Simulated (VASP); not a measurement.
# Cu (C2/c) in VASP: single point with LDA

Aim: the single point of Cu with LDA.

Everything below comes from runs of VASP 6.6.1. Logs are shortened: lines on timing, memory, paths and dates and some standing lists are left out, and cuts for length are marked.

## (1) The cell of the first run

The typed cell holds 2 atoms: a = 2.489 Å, b = 2.489 Å, c = 4.763 Å, α = 105.09°, β = 105.09°, γ = 120.05°.

This isn't the form of Cu at room conditions, which is fcc.

## (2) Single point, LDA

INCAR

```
SYSTEM = Cu
PREC     = Accurate       ! precision mode
ENCUT    = 700            ! plane-wave cutoff, eV
EDIFF    = 1E-6           ! SCF threshold, eV
ISMEAR   = -1             ! smearing method
SIGMA    = 0.1            ! smearing width, eV
LREAL    = .False.        ! projectors in reciprocal space
LASPH    = .True.         ! aspherical terms in the spheres
NELM     = 120            ! most SCF steps
ALGO     = Normal         ! electronic algorithm
ISIF     = 2              ! what is computed and relaxed
LWAVE    = .False.        ! write WAVECAR
LCHARG   = .False.        ! write CHGCAR
NBANDS   = 26             ! bands
ISYM     = 0            
GGA_COMPAT= .False.
```

KPOINTS

```
regular mesh
0
Gamma
  14 14 10
  0 0 0
```

POSCAR

```
Cu
1.0
   -1.6719164294      1.3774320326      1.2260187265
    1.3774320326     -1.6719164294      1.2260187265
    3.1280172397      3.1280172397     -1.7653674385
Cu
2
Direct
    0.9586702959      0.0413297041      1.0000000000
    0.7913297041      0.2086702959      0.5000000000
```

Potentials or basis: VASP PAW LDA potentials, release 64 (Cu_sv_GW).

Launch:

```bash
> cat potpaw_LDA.64/Cu_sv_GW/POTCAR > POTCAR
> mpirun -np 1 vasp_std > vasp.out
```

OUTCAR:

```text
SYSTEM = Cu
   PREC = Accurate
   ENCUT = 700
   EDIFF = 1E-6
   ISMEAR = -1
   LREAL = .False.
   LASPH = .True.
   NELM = 120
   ISIF = 2
   ISYM = 0

 ion  position               nearest neighbor table
   1  0.959  0.041  0.000-   2 2.49   2 2.49   2 2.49   2 2.49   2 2.49   2 2.49
   2  0.791  0.209  0.500-   1 2.49   1 2.49   1 2.49   1 2.49   1 2.49   1 2.49

IMPORTANT INFORMATION: All symmetrisations will be switched off!
NOSYMM: (Re-)initialisation of all symmetry stuff for point group C_1.

----------------------------------------------------------------------------------------

                                     Primitive cell

  volume of cell :      21.8033

  direct lattice vectors                    reciprocal lattice vectors
    -1.671916429  1.377432033  1.226018726    -0.040519641  0.287419265  0.437476224
     1.377432033 -1.671916429  1.226018726     0.287419265 -0.040519641  0.437476224
     3.128017240  3.128017240 -1.765367438     0.171467739  0.171467739  0.041185809

  length of vectors
     2.489125443  2.489125443  4.762930390     0.525011545  0.525011545  0.245964717

  position of ions in fractional coordinates (direct lattice)
     0.958670296  0.041329704  0.000000000
     0.791329704  0.208670296  0.500000000

  ion indices of the primitive-cell ions
   primitive index   ion index
                 1           1
                 2           2

----------------------------------------------------------------------------------------

 KPOINTS: regular mesh

Automatic generation of k-mesh.
 Grid dimensions read from file:
 generate k-points for:   14   14   10

 Generating k-lattice:

  Cartesian coordinates                     Fractional coordinates (reciprocal lattice)
    -0.002894260  0.020529948  0.031248302     0.071428571  0.000000000  0.000000000
     0.020529948 -0.002894260  0.031248302     0.000000000  0.071428571  0.000000000
     0.017146774  0.017146774  0.004118581     0.000000000  0.000000000  0.100000000

  Length of vectors
     0.037500825  0.037500825  0.024596472

  Shift w.r.t. Gamma in fractional coordinates (k-lattice)
     0.000000000  0.000000000  0.000000000

 Subroutine IBZKPT returns following result:
 ===========================================

 Found    984 irreducible k-points:

 Following reciprocal coordinates:
            Coordinates               Weight
  0.000000  0.000000  0.000000      1.000000
  0.071429  0.000000  0.000000      2.000000
  0.000000 -0.071429 -0.000000      2.000000
  0.142857  0.000000 -0.000000      2.000000
 -0.000000 -0.142857  0.000000      2.000000
  0.214286  0.000000  0.000000      2.000000
[... 16 lines left out ...]
  0.357143  0.071429  0.000000      2.000000
 -0.071429 -0.357143 -0.000000      2.000000
 [... further k-points ...]
   k-points           NKPTS =    984   k-points in BZ     NKDIM =    984   number of bands    NBANDS=     26
   number of dos      NEDOS =    301   number of ions     NIONS =      2
   total plane-waves  NPLWV =  24192
   dimension x,y,z NGX =    24 NGY =   24 NGZ =   42
   dimension x,y,z NGXF=    48 NGYF=   48 NGZF=   84
   ions per type =               2
   NGX,Y,Z   is equivalent  to a cutoff of  16.03, 16.03, 14.66 a.u.
   NGXF,Y,Z  is equivalent  to a cutoff of  32.06, 32.06, 29.32 a.u.
 SYSTEM =  Cu
   PREC   = accura    normal or accurate (medium, high low for compatibility)
   ISTART =      0    job   : 0-new  1-cont  2-samecut
   ICHARG =      2    charge: 1-file 2-atom 10-const
   ISPIN  =      1    spin polarized calculation?
   LNONCOLLINEAR =      F non collinear calculations
   LSORBIT =      F    spin-orbit coupling
   LASPH  =      T    aspherical Exc in radial PAW
   ENCUT  =  700.0 eV  51.45 Ry    7.17 a.u.   5.37  5.37 10.27*2*pi/ulx,y,z
   NELM   =    120;   NELMIN=  2; NELMDL= -5     # of ELM steps
   EDIFF  = 0.1E-05   stopping-criterion for ELM
   LREAL  =      F    real-space projection
   EDIFFG = 0.1E-04   stopping-criterion for IOM
   NSW    =      0    number of steps for IOM
   IBRION =     -1    ionic relax: 0-MD 1-quasi-New 2-CG
   NFREE  =      0    steps in history (QN), initial steepest desc. (CG)
   ISIF   =      2    stress and relaxation
   ISYM   =      0    0-nonsym 1-usesym 2-fastsym
   POTIM  = 0.5000    time-step for ionic-motion
   TEBEG  =    0.0;   TEEND  =   0.0 temperature during run
   PSTRESS=    0.0 pullay stress
   NELECT =      38.0000    total number of electrons
   NUPDOWN=      -1.0000    fix difference up-down
   EMIN   =  10.00;   EMAX   =-10.00  energy-range for DOS
   EFERMI =   0.00;   METHOD = LEGACY
   ISMEAR =    -1;   SIGMA  =   0.10  broadening in eV -4-tet -1-fermi 0-gaus
   EFERMI_NEDOS =   21; number of points for ismear=-14 and -15
   IALGO  =     38    algorithm
   IMIX   =      4    mixing-type and parameters
     AMIX     =   0.40;   BMIX     =  1.00
     AMIX_MAG =   1.60;   BMIX_MAG =  1.00
  volume/ion in A,a.u.               =      10.90        73.57
  Fermi-wavevector in a.u.,A,eV,Ry     =   1.970133  3.723011 52.809957  3.881422
  Thomas-Fermi vector in A             =   2.992965
   LORBIT       =      0    0 simple, 1 ext, 2 COOP (PROOUT), +10 PAW based schemes
   GGA     = CA    functional components
   LHFCALC =     F    Hartree Fock is set to
   AEXX    =    0.0000 exact exchange contribution
   IVDW    =     0    specifies the selected vdW correction
   LEPSILON=     F    determine dielectric tensor
   LRPA    =     F    only Hartree local field effects (RPA)
 non-spin polarized calculation
  energy-cutoff  :      700.00
  volume of cell :       21.80
 maximum number of plane-waves:       941
 NGX is ok and might be reduce to    24
   NGX = 11   NGY = 11   NGZ = 21

 number of electron      38.0000012 magnetization

 Free energy of the ion-electron system (eV)
  ---------------------------------------------------
  ext. energy  EPLUGINS =         0.00000000
  ---------------------------------------------------
  free energy    TOTEN  =        -9.69787572 eV

  energy without entropy =       -9.67281564  energy(sigma->0) =       -9.68534568

 E-fermi :   8.1809     XC(G=0): -14.3513

 val. band max:        8.1794546215   @ k =  -0.1429  -0.3571   0.2000
 cond. band min:       8.1853048206   @ k =  -0.1429  -0.3571  -0.2000
 fundamental gap:      0.0058501991
 Fermi energy:         8.1809422973

 k-point     1 :       0.0000    0.0000    0.0000
  band No.  band energies     occupation
      1    -103.4682      2.00000
      2    -103.4461      2.00000
      3     -61.5040      2.00000
      4     -61.3775      2.00000
      5     -61.3769      2.00000
      6     -61.3549      2.00000
[... 18 lines left out ...]
     25      32.7478      0.00000
     26      32.8307      0.00000

 k-point     2 :       0.0714    0.0000    0.0000
  band No.  band energies     occupation
      1    -103.4669      2.00000
      2    -103.4454      2.00000
      3     -61.5001      2.00000
      4     -61.3811      2.00000
      5     -61.3782      2.00000
      6     -61.3612      2.00000
[... 18 lines left out ...]
     25      32.5067      0.00000
     26      34.2150      0.00000

 k-point     3 :       0.0000   -0.0714   -0.0000
  band No.  band energies     occupation
      1    -103.4669      2.00000
      2    -103.4454      2.00000
      3     -61.5001      2.00000
      4     -61.3811      2.00000
      5     -61.3782      2.00000
      6     -61.3612      2.00000
[... 18 lines left out ...]
     25      32.5033      0.00000
     26      33.8286      0.00000

 k-point     4 :       0.1429    0.0000   -0.0000
  band No.  band energies     occupation
      1    -103.4632      2.00000
      2    -103.4446      2.00000
      3     -61.4888      2.00000
      4     -61.3954      2.00000
      5     -61.3817      2.00000
      6     -61.3806      2.00000
[... 18 lines left out ...]
     25      30.6298      0.00000
     26      31.4952      0.00000

 k-point     5 :      -0.0000   -0.1429    0.0000
  band No.  band energies     occupation
      1    -103.4632      2.00000
      2    -103.4446      2.00000
      3     -61.4888      2.00000
      4     -61.3954      2.00000
      5     -61.3817      2.00000
      6     -61.3806      2.00000
[... 18 lines left out ...]
     25      30.6232      0.00000
     26      31.4913      0.00000

 k-point     6 :       0.2143    0.0000    0.0000
  band No.  band energies     occupation
      1    -103.4582      2.00000
      2    -103.4439      2.00000
      3     -61.4760      2.00000
      4     -61.4147      2.00000
      5     -61.4077      2.00000
      6     -61.3871      2.00000
[... 427 lines left out ...]
 k-point    21 :       0.2857    0.0714    0.0000
  band No.  band energies     occupation
      1    -103.4487      2.00000
      2    -103.4430      2.00000
      3     -61.4766      2.00000
      4     -61.4590      2.00000
      5     -61.4134      2.00000
      6     -61.3964      2.00000
[... 18 lines left out ...]
     25      25.9613      0.00000
     26      27.6999      0.00000

 k-point    22 :      -0.0714   -0.2857   -0.0000
  band No.  band energies     occupation
      1    -103.4487      2.00000
      2    -103.4430      2.00000
      3     -61.4766      2.00000
      4     -61.4590      2.00000
      5     -61.4134      2.00000
      6     -61.3964      2.00000
[... 18 lines left out ...]
     25      25.9614      0.00000
     26      27.7073      0.00000

 k-point    23 :       0.3571    0.0714    0.0000
  band No.  band energies     occupation
      1    -103.4445      2.00000
      2    -103.4422      2.00000
      3     -61.4895      2.00000
      4     -61.4823      2.00000
      5     -61.4069      2.00000
      6     -61.3982      2.00000
[... 18 lines left out ...]
     25      24.5975      0.00000
     26      26.9207      0.00000

 k-point    24 :      -0.0714   -0.3571   -0.0000
  band No.  band energies     occupation
      1    -103.4445      2.00000
      2    -103.4422      2.00000
      3     -61.4895      2.00000
      4     -61.4823      2.00000
      5     -61.4069      2.00000
      6     -61.3982      2.00000
[... 18 lines left out ...]
     25      24.5975      0.00000
     26      26.9243      0.00000

 [... further k-points ...]

------------------------ aborting loop because EDIFF is reached ----------------------------------------

  FORCE on cell =-STRESS in cart. coord.  units (eV):
  Direction    XX          YY          ZZ          XY          YZ          ZX
  --------------------------------------------------------------------------------------
  -------------------------------------------------------------------------------------
  Total       -0.5225442     -0.5224913     -0.5226514      0.0016555     -0.0011100     -0.0011304
  in kB      -38.3982887    -38.3943984    -38.4061638      0.1216497     -0.0815701     -0.0830633
  external PRESSURE =     -38.3996170 kB  Pullay stress =       0.0000000 kB

 VOLUME and BASIS-vectors are now :
 -----------------------------------------------------------------------------
  energy-cutoff  :      700.00
  volume of cell :       21.80
      direct lattice vectors                 reciprocal lattice vectors
    -1.671916429  1.377432033  1.226018726    -0.040519641  0.287419265  0.437476224
     1.377432033 -1.671916429  1.226018726     0.287419265 -0.040519641  0.437476224
     3.128017240  3.128017240 -1.765367438     0.171467739  0.171467739  0.041185809

 POSITION                                       TOTAL-FORCE (eV/Angst)
 -----------------------------------------------------------------------------------
     -1.54589      1.25140      1.22602        -0.000363      0.000013      0.000175
      0.52840      2.30513      0.34334         0.000363     -0.000013     -0.000175
 -----------------------------------------------------------------------------------
    total drift:                                0.000056      0.000249     -0.000055

  FREE ENERGIE OF THE ION-ELECTRON SYSTEM (eV)
  ---------------------------------------------------
  free  energy   TOTEN  =        -9.6978757246 eV

  energy  without entropy=       -9.6728156405  energy(sigma->0) =       -9.68534568
```

It took 12 min on 1 thread of Intel Xeon Platinum 8488C (Sapphire Rapids), shared host; peak memory 0.86 GiB.

Results:

```
Free energy            : -9.6979 eV
Pressure               : -3.8 GPa
Band gap on the k mesh : zero (bands 19 and 20 overlap by 5.83 eV)
```

Levels at points of the mesh, in eV from the Fermi level:
```tsv
k point	band 17	band 18	band 19	band 20	band 21	band 22
(0.00, 0.00, 0.00)	-2.63	-1.78	-1.77	-1.23	4.17	22.15
(0.50, 0.00, 0.00)	-1.60	-1.60	0.42	0.44	5.29	5.31
(0.00, 0.50, 0.00)	-1.60	-1.60	0.42	0.44	5.29	5.31
(0.50, 0.50, 0.00)	-1.61	-1.55	0.04	1.73	8.14	8.56
(0.00, 0.00, 0.50)	-2.03	-2.03	-2.03	-2.03	13.13	13.13
(0.50, 0.00, 0.50)	-1.61	-1.55	0.04	1.75	8.13	8.55
(0.00, 0.50, 0.50)	-1.61	-1.55	0.04	1.75	8.13	8.55
(0.50, 0.50, 0.50)	-1.60	-1.60	0.41	0.41	5.29	5.29
```

Caveat: the cell stands under tension.
